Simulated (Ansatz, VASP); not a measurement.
MgO: VASP beside Ansatz

File INCAR:

```
SYSTEM = MgO
  PREC = Accurate
  ENCUT = 600
  EDIFF = 1E-6
  ISMEAR = 0
  SIGMA = 0.01
  LREAL = .False.
  LASPH = .True.
  NELM = 120
  ALGO = Normal
  ISIF = 2
  LWAVE = .False.
  LCHARG = .False.
  GGA = PS
  NBANDS = 11
  GGA_COMPAT = .False.
```

Contents of KPOINTS:

```
Automatic mesh
0
Gamma
  8 8 8
  0 0 0
```

POSCAR

```
MgO
1.0
    0.0000000000      2.1284518581      2.0948612435
    2.1284518581      0.0000000000      2.0948612435
    2.1284518581      2.1284518581      0.0000000000
Mg O
1 1
Direct
    0.0000000000      0.0000000000      0.0000000000
    0.5000000000      0.5000000000      0.5000000000
```

Input for Ansatz:

```yaml
crystal:
  lattice:
    - [0.0, 2.128451861, 2.0948612468]
    - [2.128451861, 0.0, 2.0948612468]
    - [2.128451861, 2.128451861, 0.0]
  atoms:
    - { symbol: Mg, position: [0.0, 0.0, 0.0] }
    - { symbol: O, position: [0.5, 0.5, 0.5] }
basis: {}
kpoints:
  mp_grid: { grid: [8, 8, 8] }
  band_path:
    path:
      - [0.0, 0.0, 0.0]
      - [0.0, 0.0, 0.0]
      - [0.0, 0.0, 0.0]
      - [0.0, 0.0, 0.0]
      - [0.0, 0.0, 0.0]
      - [0.0, 0.0, 0.0]
      - [0.0, 0.0, 0.0]
      - [0.0, 0.0, 0.0]
      - [0.0, 0.0, 0.0]
      - [0.0, 0.0, 0.0]
      - [0.0, 0.0, 0.0]
      - [0.0, 0.0, 0.0]
      - [0.0, 0.0, 0.0]
      - [0.0, 0.0, 0.0]
      - [0.0, 0.0, 0.0]
      - [0.0, 0.0, 0.0]
      - [0.0, 0.0, 0.0]
      - [0.0, 0.0, 0.0]
      - [0.0, 0.0, 0.0]
      - [0.0, 0.0, 0.0]
      - [0.0, 0.0, 0.0]
      - [0.0, 0.0, 0.0]
      - [0.0, 0.0, 0.0]
      - [0.0, 0.0, 0.0]
      - [0.0, 0.0, 0.0]
      - [0.0, 0.0, 0.0]
      - [0.3, 0.3, 0.0]
      - [0.3166666667, 0.3166666667, 0.0]
      - [0.3333333333, 0.3333333333, 0.0]
      - [0.35, 0.35, 0.0]
      - [0.3666666667, 0.3666666667, 0.0]
      - [0.3833333333, 0.3833333333, 0.0]
      - [0.4, 0.4, 0.0]
      - [0.4166666667, 0.4166666667, 0.0]
      - [0.4333333333, 0.4333333333, 0.0]
      - [0.45, 0.45, 0.0]
      - [0.4666666667, 0.4666666667, 0.0]
      - [0.4833333333, 0.4833333333, 0.0]
      - [0.5, 0.5, 0.0]
      - [0.0, 0.3, 0.3]
      - [0.0, 0.3166666667, 0.3166666667]
      - [0.0, 0.3333333333, 0.3333333333]
      - [0.0, 0.35, 0.35]
      - [0.0, 0.3666666667, 0.3666666667]
      - [0.0, 0.3833333333, 0.3833333333]
      - [0.0, 0.4, 0.4]
      - [0.0, 0.4166666667, 0.4166666667]
      - [0.0, 0.4333333333, 0.4333333333]
      - [0.0, 0.45, 0.45]
      - [0.0, 0.4666666667, 0.4666666667]
      - [0.0, 0.4833333333, 0.4833333333]
      - [0.0, 0.5, 0.5]
      - [0.5, 0.5, 0.5]
      - [0.5, 0.5, 0.5]
      - [0.5, 0.5, 0.5]
      - [0.5, 0.5, 0.5]
      - [0.5, 0.5, 0.5]
      - [0.5, 0.5, 0.5]
      - [0.5, 0.5, 0.5]
      - [0.5, 0.5, 0.5]
      - [0.5, 0.5, 0.5]
      - [0.5, 0.5, 0.5]
      - [0.5, 0.5, 0.5]
      - [0.5, 0.5, 0.5]
      - [0.5, 0.5, 0.5]
      - [0.0, 0.0, 0.5]
      - [0.0, 0.0, 0.5]
      - [0.0, 0.0, 0.5]
      - [0.0, 0.0, 0.5]
      - [0.0, 0.0, 0.5]
      - [0.0, 0.0, 0.5]
      - [0.0, 0.0, 0.5]
      - [0.0, 0.0, 0.5]
      - [0.0, 0.0, 0.5]
      - [0.0, 0.0, 0.5]
      - [0.0, 0.0, 0.5]
      - [0.0, 0.0, 0.5]
      - [0.0, 0.0, 0.5]
      - [0.5, 0.5, 0.5]
      - [0.5, 0.5, 0.5]
      - [0.5, 0.5, 0.5]
      - [0.5, 0.5, 0.5]
      - [0.5, 0.5, 0.5]
      - [0.5, 0.5, 0.5]
      - [0.5, 0.5, 0.5]
      - [0.5, 0.5, 0.5]
      - [0.5, 0.5, 0.5]
      - [0.5, 0.5, 0.5]
      - [0.5, 0.5, 0.5]
      - [0.5, 0.5, 0.5]
      - [0.5, 0.5, 0.5]
      - [0.0, 0.0, 0.5]
      - [0.0, 0.0, 0.5]
      - [0.0, 0.0, 0.5]
      - [0.0, 0.0, 0.5]
      - [0.0, 0.0, 0.5]
      - [0.0, 0.0, 0.5]
      - [0.0, 0.0, 0.5]
      - [0.0, 0.0, 0.5]
      - [0.0, 0.0, 0.5]
      - [0.0, 0.0, 0.5]
      - [0.0, 0.0, 0.5]
      - [0.0, 0.0, 0.5]
      - [0.0, 0.0, 0.5]
    npoints: 1
hamiltonian:
  xc: pbesol
  pseudopotentials: { kind: all_electron, lapw: {} }
scf:
  occupations: { method: fixed }
  n_extra_bands: 5
output:
  eigenvalues: true
```

Alike in both runs: task single point; functional PBEsol; k mesh 8 × 8 × 8; no spin polarisation.

|  | VASP | Ansatz |
| --- | --- | --- |
| version | VASP 6.6.1 | Ansatz 0.2.0 |
| potentials or method | VASP PAW PBE potentials, release 64 (Mg, O), cutoff 600 eV | scalar-relativistic, all-electron LAPW |
| occupations | gaussian, width 0.01 eV | fixed |

```tsv
	VASP	Ansatz	Ansatz less VASP
gap on the k mesh at the Fermi level (eV)	4.47	4.47	+0.001
least direct gap on the mesh (eV)	4.47	4.47	+0.001
```

VASP's potentials were made for PBE, not for PBEsol. Ansatz ran all-electron here, and VASP with PAW potentials.
